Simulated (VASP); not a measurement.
# Ni (P6_3/mmc) in VASP: a series of runs

Runs on Ni. Level: PBE. Tasks: single point.

Program: VASP 6.6.1. These are calculated values, not measurements. Logs are shortened: lines on timing, memory, paths and dates and some standing lists are left out, and cuts for length are marked.

## 1. The cell of the first run

The structure is hexagonal, space group P6_3/mmc (No. 194). The conventional cell has a = 2.187 Å, b = 2.187 Å, c = 3.591 Å, α = 90.00°, β = 90.00°, γ = 120.00°. Within 2.9 Å of Ni (site symmetry -6m2) lie 12 Ni at 2.19 to 2.20 Å.

This isn't the form of Ni at room conditions, which is fcc.

## 2. Single point, PBE, collinear spin, ferromagnetic start

INCAR

```
SYSTEM = Ni
PREC = Accurate
ENCUT = 520
EDIFF = 1E-6
ISMEAR = -1
SIGMA = 0.08
LREAL = .FALSE.
LASPH = .TRUE.
NELM = 150
ALGO = Normal
ISIF = 2
LWAVE = .FALSE.
LCHARG = .FALSE.
ISPIN = 2
MAGMOM = 1 1
LORBIT = 11
LMAXMIX = 4
GGA = PE
NBANDS = 21
```

KPOINTS

```
regular mesh
0
G
  17 17 10
  0 0 0
```

POSCAR

```
Ni
1.0
    2.1872099862      0.0000000000      0.0000000000
   -1.0936049931      1.8941794115      0.0000000000
    0.0000000000      0.0000000000      3.5912863656
Ni
2
Direct
    0.3333333333      0.6666666667      0.2500000000
    0.6666666667      0.3333333333      0.7500000000
```

Potentials or basis: VASP PAW PBE potentials, release 64 (Ni).

Command:

```console
$ cat potpaw_PBE.64/Ni/POTCAR > POTCAR
$ mpirun -np 1 vasp_std > vasp.out
```

OUTCAR:

```text
SYSTEM = Ni
   PREC = Accurate
   ENCUT = 520
   EDIFF = 1E-6
   ISMEAR = -1
   LREAL = .FALSE.
   LASPH = .TRUE.
   NELM = 150
   ISIF = 2
   ISPIN = 2
   LORBIT = 11
   GGA = PE

 ion  position               nearest neighbor table
   1  0.333  0.667  0.250-   2 2.20   2 2.20   2 2.20   2 2.20   2 2.20   2 2.20
   2  0.667  0.333  0.750-   1 2.20   1 2.20   1 2.20   1 2.20   1 2.20   1 2.20

  LATTYP: Found a hexagonal cell.
 ALAT       =     2.1872099862
 C/A-ratio  =     1.6419485958

  Lattice vectors:

 A1 = (   2.1872099862,   0.0000000000,   0.0000000000)
 A2 = (  -1.0936049931,   1.8941794115,   0.0000000000)
 A3 = (   0.0000000000,   0.0000000000,   3.5912863656)

Analysis of symmetry for initial positions (statically):
=====================================================================
 Subroutine PRICEL returns:
 Original cell was already a primitive cell.

 Routine SETGRP: Setting up the symmetry group for a
 hexagonal supercell.

 Subroutine GETGRP returns: Found 24 space group operations
 (whereof 12 operations were pure point group operations)
 out of a pool of 24 trial point group operations.

The static configuration has the point symmetry D_3d.
 The point group associated with its full space group is D_6h.

Analysis of symmetry for dynamics (positions and initial velocities):
=====================================================================
 Subroutine PRICEL returns:
 Original cell was already a primitive cell.

 Routine SETGRP: Setting up the symmetry group for a
 hexagonal supercell.

 Subroutine GETGRP returns: Found 24 space group operations
 (whereof 12 operations were pure point group operations)
 out of a pool of 24 trial point group operations.

The dynamic configuration has the point symmetry D_3d.
 The point group associated with its full space group is D_6h.

Analysis of structural, dynamic, and magnetic symmetry:
=====================================================================
 Subroutine PRICEL returns:
 Original cell was already a primitive cell.

 Routine SETGRP: Setting up the symmetry group for a
 hexagonal supercell.

 Subroutine GETGRP returns: Found 24 space group operations
 (whereof 12 operations were pure point group operations)
 out of a pool of 24 trial point group operations.

The overall configuration has the point symmetry D_3d.
 The point group associated with its full space group is D_6h.

[... 115 lines left out ...]
   IALGO  =     38    algorithm
   IMIX   =      4    mixing-type and parameters
     AMIX     =   0.40;   BMIX     =  1.00
     AMIX_MAG =   1.60;   BMIX_MAG =  1.00
  volume/ion in A,a.u.               =       7.44        50.20
  Fermi-wavevector in a.u.,A,eV,Ry     =   1.806748  3.414259 44.414027  3.264339
  Thomas-Fermi vector in A             =   2.866175
   LORBIT       =     11    0 simple, 1 ext, 2 COOP (PROOUT), +10 PAW based schemes
   GGA     = PE    functional components
   LHFCALC =     F    Hartree Fock is set to
   AEXX    =    0.0000 exact exchange contribution
   IVDW    =     0    specifies the selected vdW correction
   LEPSILON=     F    determine dielectric tensor
   LRPA    =     F    only Hartree local field effects (RPA)
 spin polarized calculation
  energy-cutoff  :      520.00
  volume of cell :       14.88
 maximum number of plane-waves:       414
   NGX =  9   NGY =  9   NGZ = 13

 number of electron      20.0000014 magnetization       0.9961959

 Free energy of the ion-electron system (eV)
  ---------------------------------------------------
  ext. energy  EPLUGINS =         0.00000000
  ---------------------------------------------------
  free energy    TOTEN  =        -8.08404518 eV

  energy without entropy =       -8.02529437  energy(sigma->0) =       -8.05466977

 E-fermi :  16.0297     XC(G=0): -15.6585

 val. band max:       16.0291261673   @ k =   0.1176   0.0000   0.1000
 cond. band min:      16.0345623481   @ k =   0.1765   0.0588   0.2000
 fundamental gap:      0.0054361808
 Fermi energy:        16.0297455501

 spin component 1

 k-point     1 :       0.0000    0.0000    0.0000
  band No.  band energies     occupation
      1       4.0509      1.00000
      2       8.5849      1.00000
      3      12.3397      1.00000
      4      12.4820      1.00000
      5      12.4820      1.00000
      6      12.9796      1.00000
[... 565 lines left out ...]
     20      51.5562      0.00000
     21      51.9508      0.00000

 [... further k-points ...]

 spin component 2

 k-point     1 :       0.0000    0.0000    0.0000
  band No.  band energies     occupation
      1       4.0538      1.00000
      2       8.8982      1.00000
      3      12.8906      1.00000
      4      13.0101      1.00000
      5      13.0101      1.00000
      6      13.5274      1.00000
[... 565 lines left out ...]
     20      51.6412      0.00000
     21      51.9422      0.00000

 [... further k-points ...]

------------------------ aborting loop because EDIFF is reached ----------------------------------------

  FORCE on cell =-STRESS in cart. coord.  units (eV):
  Direction    XX          YY          ZZ          XY          YZ          ZX
  --------------------------------------------------------------------------------------
  -------------------------------------------------------------------------------------
  Total       17.5996562     17.5996562     17.6004769      0.0000000     -0.0000000      0.0000000
  in kB     1895.1916673   1895.1916674   1895.2800383      0.0000000     -0.0000000      0.0000000
  external PRESSURE =    1895.2211243 kB  Pullay stress =       0.0000000 kB

 VOLUME and BASIS-vectors are now :
 -----------------------------------------------------------------------------
  energy-cutoff  :      520.00
  volume of cell :       14.88
      direct lattice vectors                 reciprocal lattice vectors
     2.187209986  0.000000000  0.000000000     0.457203472  0.263966548  0.000000000
    -1.093604993  1.894179411  0.000000000     0.000000000  0.527933095  0.000000000
     0.000000000  0.000000000  3.591286366     0.000000000  0.000000000  0.278451757

 POSITION                                       TOTAL-FORCE (eV/Angst)
 -----------------------------------------------------------------------------------
     -0.00000      1.26279      0.89782        -0.000000      0.000000      0.000000
      1.09360      0.63139      2.69346         0.000000     -0.000000      0.000000
 -----------------------------------------------------------------------------------
    total drift:                                0.000000     -0.000000     -0.000000

  FREE ENERGIE OF THE ION-ELECTRON SYSTEM (eV)
  ---------------------------------------------------
  free  energy   TOTEN  =        -8.0840451758 eV

  energy  without entropy=       -8.0252943699  energy(sigma->0) =       -8.05466977

 total charge

# of ion       s       p       d       tot
------------------------------------------
    1        0.707   0.953   8.653  10.313
    2        0.707   0.953   8.653  10.313
--------------------------------------------------
tot          1.413   1.906  17.307  20.626

 magnetization (x)

# of ion       s       p       d       tot
------------------------------------------
    1       -0.005  -0.025   0.509   0.479
    2       -0.005  -0.025   0.509   0.479
--------------------------------------------------
tot         -0.011  -0.050   1.019   0.959
```

Run time: 70 s. Hardware: 1 thread of Intel Xeon Platinum 8488C (Sapphire Rapids), shared host; peak memory 0.19 GiB.

Results:

```yaml
Free_energy: -8.0840 eV
Pressure: 189.5 GPa
Net_moment: 1.00 μB per cell
Site_moments: Ni +0.48 μB
```

Caveat: the cell stands under pressure.

## 3. Single point, PBE, collinear spin, ferromagnetic start (7.44 Å³/atom)

INCAR

```
SYSTEM = Ni
PREC = Accurate ; ENCUT = 520
EDIFF = 1E-6 ; ISMEAR = -1
SIGMA = 0.08 ; LREAL = .False.
LASPH = .True. ; NELM = 150
ALGO = Normal ; ISIF = 2
LWAVE = .False. ; LCHARG = .True.
ISPIN = 2 ; MAGMOM = 1 1
LORBIT = 11 ; LMAXMIX = 4
GGA = PE ; LELF = .True.
LVHAR = .True. ; NBANDS = 21
```

KPOINTS

```
Automatic mesh
0
Gamma
  17 17 10
  0 0 0
```

POSCAR

```
Ni
1.0
    2.1872099862      0.0000000000      0.0000000000
   -1.0936049931      1.8941794114      0.0000000000
    0.0000000000      0.0000000000      3.5912863656
Ni
2
Direct
    0.3333333333      0.6666666667      0.2500000000
    0.6666666667      0.3333333333      0.7500000000
```

Potentials or basis: VASP PAW PBE potentials, release 64 (Ni).

Command:

```console
$ cat potpaw_PBE.64/Ni/POTCAR > POTCAR
$ mpirun -np 1 vasp_std > vasp.out
```

It took 80 s on 1 thread of Intel Xeon Platinum 8488C (Sapphire Rapids), shared host; peak memory 0.19 GiB.

It converged, with:

| Property | Result |
| --- | --- |
| Free energy | -8.0840 eV |
| Pressure | 189.5 GPa |
| Net moment | 1.00 μB per cell |
| Site moments | Ni +0.48 μB |

Levels at points of the mesh, in eV from the Fermi level:
Spin up:
```
           k point  band 8  band 9  band 10  band 11  band 12  band 13
(0.00, 0.00, 0.00)   -2.33   -2.33    -1.08    -0.66    -0.66     8.99
(0.00, 0.00, 0.50)   -3.61   -1.15    -1.15    -1.15    -1.15    18.69
```
Spin down:
```tsv
k point	band 8	band 9	band 10	band 11	band 12	band 13
(0.00, 0.00, 0.00)	-1.78	-1.78	-1.08	-0.08	-0.08	9.35
(0.00, 0.00, 0.50)	-3.09	-0.57	-0.57	-0.57	-0.57	18.84
```

Caveat: the cell stands under pressure.

## 4. Single point, PBE, collinear spin, ferromagnetic start

This run uses another cell than the first one, of 8.31 Å³/atom.

INCAR

```
ALGO     = Normal         # electronic algorithm
EDIFF    = 1E-7           # SCF threshold, eV
ENCUT    = 520            # plane-wave cutoff, eV
GGA      = PE             # functional
ISIF     = 2              # what is computed and relaxed
ISMEAR   = -1             # smearing method
ISPIN    = 2              # spin polarisation
LASPH    = T              # aspherical terms in the spheres
LCHARG   = T              # write CHGCAR
LELF     = T              # ELF
LMAXMIX  = 4              # l up to which the mixer works
LORBIT   = 11             # projections on sites
LREAL    = F              # projectors in reciprocal space
LVHAR    = T            
LWAVE    = F              # write WAVECAR
MAGMOM   = 1 1            # initial moments
NBANDS   = 21             # bands
NELM     = 150            # most SCF steps
PREC     = Accurate       # precision mode
SIGMA    = 0.08           # smearing width, eV
```

KPOINTS

```
k-points
0
Gamma
  17 17 10
```

POSCAR

```
Ni
1.0
    2.2702526118      0.0000000000      0.0000000000
   -1.1351263059      1.9660964348      0.0000000000
    0.0000000000      0.0000000000      3.7255235115
Ni
2
Direct
    0.3333333333      0.6666666667      0.2500000000
    0.6666666667      0.3333333333      0.7500000000
```

Command:

```console
$ cat potpaw_PBE.64/Ni/POTCAR > POTCAR
$ mpirun -np 1 vasp_std > vasp.out
```

Wall time 2.4 min (1 thread of Intel Xeon Platinum 8488C (Sapphire Rapids), shared host); peak memory 0.2 GiB.

It converged, with:

```
Free energy                                           : -9.6415 eV
Pressure                                              : 103.1 GPa
Net moment                                            : 1.07 μB per cell
Site moments                                          : Ni +0.52 μB
Valence electrons inside the program's atomic spheres : Ni 9.94
```

Levels at points of the mesh, in eV from the Fermi level:
Spin up:
| k point | band 7 | band 8 | band 9 | band 10 | band 11 | band 12 | band 13 | band 14 |
| --- | --- | --- | --- | --- | --- | --- | --- | --- |
| (0.00, 0.00, 0.00) | -2.69 | -2.08 | -2.08 | -0.87 | -0.67 | -0.67 | 7.85 | 24.86 |
| (0.00, 0.00, 0.50) | -3.16 | -3.16 | -1.09 | -1.09 | -1.09 | -1.09 | 17.30 | 17.30 |
Spin down:
| k point | band 8 | band 9 | band 10 | band 11 | band 12 | band 13 |
| --- | --- | --- | --- | --- | --- | --- |
| (0.00, 0.00, 0.00) | -1.50 | -1.50 | -0.89 | -0.05 | -0.05 | 8.22 |
| (0.00, 0.00, 0.50) | -2.60 | -0.47 | -0.47 | -0.47 | -0.47 | 17.45 |

Caveat: the cell stands under pressure.
